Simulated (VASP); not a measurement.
Here is a VASP 6.6.1 calculation.

The input INCAR:

```
ALGO = Normal
EDIFF = 1E-7
ENCUT = 520
GGA = PS
ISIF = 2
ISMEAR = -1
ISPIN = 2
LASPH = True
LCHARG = False
LMAXMIX = 4
LORBIT = 11
LREAL = False
LWAVE = False
MAGMOM = 1.5 1.5 1.5 0
NBANDS = 28
NELM = 150
NUPDOWN = 4.5
PREC = Accurate
SIGMA = 0.05
```

File KPOINTS:

```
k-points
0
Gamma
  7 7 7
```

File POSCAR:

```
AlNi3
1.0
    0.0000000000      2.8018887551      2.8018887551
    2.8018887551      0.0000000000      2.8018887551
    2.8018887551      2.8018887551      0.0000000000
Ni Al
3 1
Direct
    0.7500000000      0.7500000000      0.7500000000
    0.0000000000      0.0000000000      0.0000000000
    0.2500000000      0.2500000000      0.2500000000
    0.5000000000      0.5000000000      0.5000000000
```

Potentials or basis: VASP PAW PBE potentials, release 64 (Ni, Al).

Run with:

```console
$ cat potpaw_PBE.64/Ni/POTCAR potpaw_PBE.64/Al/POTCAR > POTCAR
$ mpirun -np 1 vasp_std > vasp.out
```

Task: Predict the pressure.

Result: 13.8 GPa.

Caveat: the PAW data sets were made with another functional, which shifts forces and pressure a little; the total moment is fixed, so each spin has its own Fermi level.
